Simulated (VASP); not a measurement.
# SrO (P6_3/mmc) in VASP: settings compared

SrO is run at these levels: r2SCAN, PBE; tasks: single point.

All numbers are computed with VASP 6.6.1; they aren't measurements. Logs are shortened: lines on timing, memory, paths and dates and some standing lists are left out, and cuts for length are marked.

**1. The cell of the first run**

Symmetry: P6_3/mmc, No. 194, hexagonal system. Conventional cell: a = 3.475 Å, b = 3.475 Å, c = 6.082 Å, α = 90.00°, β = 90.00°, γ = 120.00°. Within 3.3 Å of Sr (site symmetry -6m2) lie 6 O at 2.52 Å. O (site symmetry -3m) has 6 Sr at 2.52 Å and 2 O at 3.04 Å within 3.3 Å.

**2. Single point, r2SCAN (volume changed by -6%)**

POSCAR reads:

```
SrO
1.0
    3.4747170635      0.0000000000      0.0000000000
   -1.7373585317      3.0091932480      0.0000000000
    0.0000000000      0.0000000000      6.0816056306
Sr O
2 2
Direct
    0.3333333333      0.6666666667      0.2500000000
    0.6666666667      0.3333333333      0.7500000000
    0.0000000000      0.0000000000      0.0000000000
    0.0000000000      0.0000000000      0.5000000000
```

INCAR.step1 reads:

```
PREC = Accurate
ENCUT = 520
ISMEAR = 0
SIGMA = 0.01
LREAL = False
LASPH = True
NELM = 60
NBANDS = 24
GGA = PE
ALGO = Normal
EDIFF = 1E-4
LWAVE = True
LCHARG = False
```

INCAR.step2 reads:

```
PREC = Accurate
ENCUT = 520
EDIFF = 1E-7
ISMEAR = 0
SIGMA = 0.01
LREAL = False
LASPH = True
NELM = 60
ALGO = Normal
ISIF = 2
LWAVE = False
LCHARG = True
METAGGA = R2SCAN
LMIXTAU = True
LELF = True
LVHAR = True
NBANDS = 24
ISTART = 1
```

KPOINTS reads:

```
Automatic mesh
0
Gamma
  9 9 4
```

Potentials or basis: VASP PAW PBE potentials, release 64 (Sr_sv, O).

Launch:

```
$ cat potpaw_PBE.64/Sr_sv/POTCAR potpaw_PBE.64/O/POTCAR > POTCAR
$ cp INCAR.step1 INCAR
$ mpirun -np 1 vasp_std > vasp.out
$ cp INCAR.step2 INCAR
$ mpirun -np 1 vasp_std > vasp.out
```

OUTCAR:

```text
PREC = Accurate
   ENCUT = 520
   EDIFF = 1E-7
   ISMEAR = 0
   LREAL = False
   LASPH = True
   NELM = 60
   ISIF = 2
   METAGGA = R2SCAN
   ISTART = 1

 ion  position               nearest neighbor table
   1  0.333  0.667  0.250-   3 2.52   4 2.52   3 2.52   4 2.52   3 2.52   4 2.52   2 3.64   2 3.64
                             2 3.64   2 3.64   2 3.64   2 3.64   2 5.03   2 5.03   2 5.03   2 5.03
   2  0.667  0.333  0.750-   3 2.52   4 2.52   3 2.52   4 2.52   3 2.52   4 2.52   1 3.64   1 3.64
                             1 3.64   1 3.64   1 3.64   1 3.64   1 5.03   1 5.03   1 5.03   1 5.03
   3  0.000  0.000  0.000-   1 2.52   2 2.52   2 2.52   1 2.52   2 2.52   1 2.52
   4  0.000  0.000  0.500-   1 2.52   2 2.52   2 2.52   1 2.52   2 2.52   1 2.52

  LATTYP: Found a hexagonal cell.
 ALAT       =     3.4747170635
 C/A-ratio  =     1.7502448457

  Lattice vectors:

 A1 = (   3.4747170635,   0.0000000000,   0.0000000000)
 A2 = (  -1.7373585317,   3.0091932480,   0.0000000000)
 A3 = (   0.0000000000,   0.0000000000,   6.0816056306)

Analysis of symmetry for initial positions (statically):
=====================================================================
 Subroutine PRICEL returns:
 Original cell was already a primitive cell.

 Routine SETGRP: Setting up the symmetry group for a
 hexagonal supercell.

 Subroutine GETGRP returns: Found 24 space group operations
 (whereof 12 operations were pure point group operations)
 out of a pool of 24 trial point group operations.

The static configuration has the point symmetry D_3d.
 The point group associated with its full space group is D_6h.

Analysis of symmetry for dynamics (positions and initial velocities):
=====================================================================
 Subroutine PRICEL returns:
 Original cell was already a primitive cell.

 Routine SETGRP: Setting up the symmetry group for a
 hexagonal supercell.

 Subroutine GETGRP returns: Found 24 space group operations
 (whereof 12 operations were pure point group operations)
 out of a pool of 24 trial point group operations.

The dynamic configuration has the point symmetry D_3d.
 The point group associated with its full space group is D_6h.

 Subroutine INISYM returns: Found 24 space group operations
 (whereof 12 operations are pure point group operations),
 and found     1 'primitive' translations

----------------------------------------------------------------------------------------

                                     Primitive cell
[... 96 lines left out ...]
   LREAL  =      F    real-space projection
   EDIFFG = 0.1E-05   stopping-criterion for IOM
   NSW    =      0    number of steps for IOM
   IBRION =     -1    ionic relax: 0-MD 1-quasi-New 2-CG
   NFREE  =      0    steps in history (QN), initial steepest desc. (CG)
   ISIF   =      2    stress and relaxation
   ISYM   =      2    0-nonsym 1-usesym 2-fastsym
   POTIM  = 0.5000    time-step for ionic-motion
   TEBEG  =    0.0;   TEEND  =   0.0 temperature during run
   PSTRESS=    0.0 pullay stress
   NELECT =      32.0000    total number of electrons
   NUPDOWN=      -1.0000    fix difference up-down
   EMIN   =  10.00;   EMAX   =-10.00  energy-range for DOS
   EFERMI =   0.00;   METHOD = LEGACY
   ISMEAR =     0;   SIGMA  =   0.01  broadening in eV -4-tet -1-fermi 0-gaus
   EFERMI_NEDOS =   21; number of points for ismear=-14 and -15
   IALGO  =     38    algorithm
   IMIX   =      4    mixing-type and parameters
     AMIX     =   0.40;   BMIX     =  1.00
     AMIX_MAG =   1.60;   BMIX_MAG =  1.00
  volume/ion in A,a.u.               =      15.90       107.28
  Fermi-wavevector in a.u.,A,eV,Ry     =   1.302154  2.460714 23.070094  1.695604
  Thomas-Fermi vector in A             =   2.433240
   LORBIT       =      0    0 simple, 1 ext, 2 COOP (PROOUT), +10 PAW based schemes
   METAGGA = R2SCAN    functional components
   LHFCALC =     F    Hartree Fock is set to
   AEXX    =    0.0000 exact exchange contribution
   IVDW    =     0    specifies the selected vdW correction
   LEPSILON=     F    determine dielectric tensor
   LRPA    =     F    only Hartree local field effects (RPA)
 non-spin polarized calculation
 Gauss-broadening in eV      SIGMA  =   0.01
  energy-cutoff  :      520.00
  volume of cell :       63.59
 maximum number of plane-waves:      1738
 NGX is ok and might be reduce to    28
   NGX = 13   NGY = 13   NGZ = 23

 number of electron      32.0000004 magnetization

 Free energy of the ion-electron system (eV)
  ---------------------------------------------------
  ext. energy  EPLUGINS =         0.00000000
  ---------------------------------------------------
  free energy    TOTEN  =       -53.64870917 eV

  energy without entropy =      -53.64870917  energy(sigma->0) =      -53.64870917

 E-fermi :   2.4186     XC(G=0): -10.9268

 val. band max:        2.2812133406   @ k =   0.0000   0.0000   0.0000
 cond. band min:       5.8197611654   @ k =   0.4444  -0.0000   0.0000
 fundamental gap:      3.5385478248
 Fermi energy:         2.4185524466

 k-point     1 :       0.0000    0.0000    0.0000
  band No.  band energies     occupation
      1     -31.6429      2.00000
      2     -31.4947      2.00000
      3     -15.8852      2.00000
      4     -14.3615      2.00000
      5     -12.6190      2.00000
      6     -12.6190      2.00000
[... 637 lines left out ...]
     23      13.0409      0.00000
     24      13.0409      0.00000

 [... further k-points ...]

------------------------ aborting loop because EDIFF is reached ----------------------------------------

  FORCE on cell =-STRESS in cart. coord.  units (eV):
  Direction    XX          YY          ZZ          XY          YZ          ZX
  --------------------------------------------------------------------------------------
  -------------------------------------------------------------------------------------
  Total        2.6930677      2.6930677      3.1360232      0.0000000     -0.0000000      0.0000000
  in kB       67.8531600     67.8531600     79.0136394      0.0000000     -0.0000000      0.0000000
  external PRESSURE =      71.5733198 kB  Pullay stress =       0.0000000 kB

 VOLUME and BASIS-vectors are now :
 -----------------------------------------------------------------------------
  energy-cutoff  :      520.00
  volume of cell :       63.59
      direct lattice vectors                 reciprocal lattice vectors
     3.474717063  0.000000000  0.000000000     0.287793216  0.166157491  0.000000000
    -1.737358532  3.009193248  0.000000000     0.000000000  0.332314982  0.000000000
     0.000000000  0.000000000  6.081605631     0.000000000  0.000000000  0.164430261

 POSITION                                       TOTAL-FORCE (eV/Angst)
 -----------------------------------------------------------------------------------
     -0.00000      2.00613      1.52040         0.000000      0.000000     -0.000000
      1.73736      1.00306      4.56120        -0.000000      0.000000      0.000000
      0.00000      0.00000      0.00000        -0.000000     -0.000000     -0.000000
      0.00000      0.00000      3.04080        -0.000000     -0.000000     -0.000000
 -----------------------------------------------------------------------------------
    total drift:                               -0.000000      0.000000     -0.000000

  FREE ENERGIE OF THE ION-ELECTRON SYSTEM (eV)
  ---------------------------------------------------
  free  energy   TOTEN  =       -53.6487091729 eV

  energy  without entropy=      -53.6487091729  energy(sigma->0) =      -53.64870917
```

OSZICAR.step1:

```text
N       E                     dE             d eps       ncg     rms          rms(c)
DAV:   1     0.172873360228E+03    0.17287E+03   -0.16433E+04  1728   0.128E+03
DAV:   2    -0.181939036676E+02   -0.19107E+03   -0.17965E+03  2456   0.286E+02
DAV:   3    -0.280304217162E+02   -0.98365E+01   -0.97719E+01  2656   0.574E+01
DAV:   4    -0.282764141524E+02   -0.24599E+00   -0.24591E+00  2336   0.712E+00
DAV:   5    -0.282785503490E+02   -0.21362E-02   -0.21362E-02  2392   0.709E-01    0.260E+01
DAV:   6    -0.237440779735E+02    0.45345E+01   -0.18962E+01  1840   0.253E+01    0.303E+01
DAV:   7    -0.236621338442E+02    0.81944E-01   -0.14659E+00  2496   0.655E+00    0.203E+01
DAV:   8    -0.236065229145E+02    0.55611E-01   -0.63166E-01  1768   0.522E+00    0.254E+00
DAV:   9    -0.235865354097E+02    0.19988E-01   -0.88364E-02  2336   0.201E+00    0.513E-01
DAV:  10    -0.235888396831E+02   -0.23043E-02   -0.88531E-03  2120   0.547E-01    0.223E-01
DAV:  11    -0.235892968142E+02   -0.45713E-03   -0.13880E-03  1960   0.217E-01    0.439E-02
DAV:  12    -0.235893708292E+02   -0.74015E-04   -0.14133E-04  1712   0.704E-02
   1 F= -.23589371E+02 E0= -.23589371E+02  d E =-.569932E-95
```

It took 1.8 min on 1 thread of Intel Xeon 6975P-C (Granite Rapids), shared host; peak memory 0.22 GiB.

Results:

| Item | Value |
| --- | --- |
| Free energy | -53.6487 eV |
| Pressure | 7.2 GPa |
| Band gap on the k mesh | 3.54 eV, indirect (least direct gap 3.80 eV) |

Stress tensor (GPa, compression positive):
```
6.79 0.00 0.00
0.00 6.79 0.00
0.00 0.00 7.90
```

Caveat: the cell differs from its parent crystal (volume changed by -6%); the PAW data sets were made with another functional, which shifts forces and pressure a little. A k mesh can miss the band edges.

**3. Single point, r2SCAN (volume changed by -3%)**

POSCAR reads:

```
SrO
1.0
    3.5112957206      0.0000000000      0.0000000000
   -1.7556478603      3.0408712943      0.0000000000
    0.0000000000      0.0000000000      6.1456272367
Sr O
2 2
Direct
    0.3333333333      0.6666666667      0.2500000000
    0.6666666667      0.3333333333      0.7500000000
    0.0000000000      0.0000000000      0.0000000000
    0.0000000000      0.0000000000      0.5000000000
```

INCAR.step1 reads:

```
  ALGO = Normal
  EDIFF = 1E-4
  ENCUT = 520
  GGA = PE
  ISMEAR = 0
  LASPH = T
  LCHARG = F
  LREAL = F
  LWAVE = T
  NBANDS = 24
  NELM = 100
  PREC = Accurate
  SIGMA = 0.01
```

INCAR.step2 reads:

```
  ALGO = Normal
  EDIFF = 1E-6
  ENCUT = 520
  ISIF = 2
  ISMEAR = 0
  ISTART = 1
  LASPH = T
  LCHARG = F
  LMIXTAU = T
  LREAL = F
  LWAVE = F
  METAGGA = R2SCAN
  NBANDS = 24
  NELM = 100
  PREC = Accurate
  SIGMA = 0.01
```

KPOINTS reads:

```
k-points
0
Gamma
  9 9 4
```

Potentials or basis: VASP PAW PBE potentials, release 64 (Sr_sv, O).

Launch:

```
$ cat potpaw_PBE.64/Sr_sv/POTCAR potpaw_PBE.64/O/POTCAR > POTCAR
$ cp INCAR.step1 INCAR
$ mpirun -np 1 vasp_std > vasp.out
$ cp INCAR.step2 INCAR
$ mpirun -np 1 vasp_std > vasp.out
```

It took 96 s on 1 thread of Intel Xeon 6975P-C (Granite Rapids), shared host; peak memory 0.22 GiB.

It converged, with:

```yaml
Free_energy: -53.7180 eV
Pressure: 3.6 GPa
Band_gap_on_the_k_mesh: 3.53 eV, indirect (least direct gap 3.79 eV)
```

Stress tensor (GPa, compression positive):
```
3.42 0.00 0.00
0.00 3.42 0.00
0.00 0.00 3.93
```

Levels at points of the mesh, in eV from the valence-band top:
```tsv
k point	band 14	band 15	band 16	band 17	band 18	band 19
(0.00, 0.00, 0.00)	-0.85	-0.85	0.00	3.88	5.54	5.71
(0.00, 0.00, 0.50)	-1.00	-1.00	-1.00	5.34	5.34	6.70
```

Caveat: the cell differs from its parent crystal (volume changed by -3%); the PAW data sets were made with another functional, which shifts forces and pressure a little. A k mesh can miss the band edges.

**4. Single point, PBE**

This run uses another cell than the first one, of 16.91 Å³/atom, 1.064 times its volume.

INCAR reads:

```
SYSTEM = SrO
  PREC = Accurate
  ENCUT = 520
  EDIFF = 1E-7
  ISMEAR = 0
  SIGMA = 0.01
  LREAL = .False.
  LASPH = .True.
  NELM = 80
  ALGO = Normal
  ISIF = 2
  LWAVE = .False.
  LCHARG = .False.
  GGA = PE
  NBANDS = 24
```

KPOINTS reads:

```
Automatic mesh
0
Gamma
  12 12 4
  0 0 0
```

POSCAR reads:

```
SrO
1.0
    3.5471277436      0.0000000000      0.0000000000
   -1.7735638718      3.0719027365      0.0000000000
    0.0000000000      0.0000000000      6.2083420503
Sr O
2 2
Direct
    0.3333333333      0.6666666667      0.2500000000
    0.6666666667      0.3333333333      0.7500000000
    0.0000000000      0.0000000000      0.0000000000
    0.0000000000      0.0000000000      0.5000000000
```

Launch:

```
$ cat potpaw_PBE.64/Sr_sv/POTCAR potpaw_PBE.64/O/POTCAR > POTCAR
$ mpirun -np 1 vasp_std > vasp.out
```

Wall time 41 s (1 thread of Intel Xeon 6975P-C (Granite Rapids), shared host); peak memory 0.22 GiB.

Results (log left out):

```yaml
Free_energy: -23.7329 eV
Pressure: 2.5 GPa
Band_gap_on_the_k_mesh: 3.06 eV, indirect (least direct gap 3.11 eV)
```

Stress tensor (GPa, compression positive):
```
2.53 0.00 0.00
0.00 2.53 0.00
0.00 0.00 2.31
```

Levels at points of the mesh, in eV from the valence-band top:
```tsv
k point	band 13	band 14	band 15	band 16	band 17	band 18	band 19	band 20
(0.00, 0.00, 0.00)	-1.03	-0.78	-0.78	0.00	3.11	5.03	5.13	6.18
(0.50, 0.00, 0.00)	-1.45	-1.36	-0.54	-0.25	3.06	5.72	5.98	8.19
(0.00, 0.00, 0.50)	-0.94	-0.94	-0.94	-0.94	4.70	4.70	5.97	5.97
(0.50, 0.00, 0.50)	-1.27	-1.27	-1.00	-1.00	4.32	4.32	6.71	6.71
```

**5. Overview**

| level | cell | k mesh | gap on the mesh (eV) | pressure (GPa) |
| --- | --- | --- | --- | --- |
| r2SCAN | a = 3.475, b = 3.475, c = 6.082 Å, angles 90.0, 90.0, 120.0°, 4 atoms | 9 × 9 × 4 | 3.54 | 7.2 |
| r2SCAN | a = 3.511, b = 3.511, c = 6.146 Å, angles 90.0, 90.0, 120.0°, 4 atoms | 9 × 9 × 4 | 3.53 | 3.6 |
| PBE | a = 3.547, b = 3.547, c = 6.208 Å, angles 90.0, 90.0, 120.0°, 4 atoms | 12 × 12 × 4 | 3.06 | 2.5 |

Alike in all rows: task single point; potentials or basis VASP PAW PBE potentials, release 64 (Sr_sv, O); no spin polarisation; cutoff (eV) 520; smearing gaussian 0.01 eV.

Caveats: the PAW data sets were made with another functional, which shifts forces and pressure a little (some runs).

Absolute energies hang on the potentials; compare differences alone.
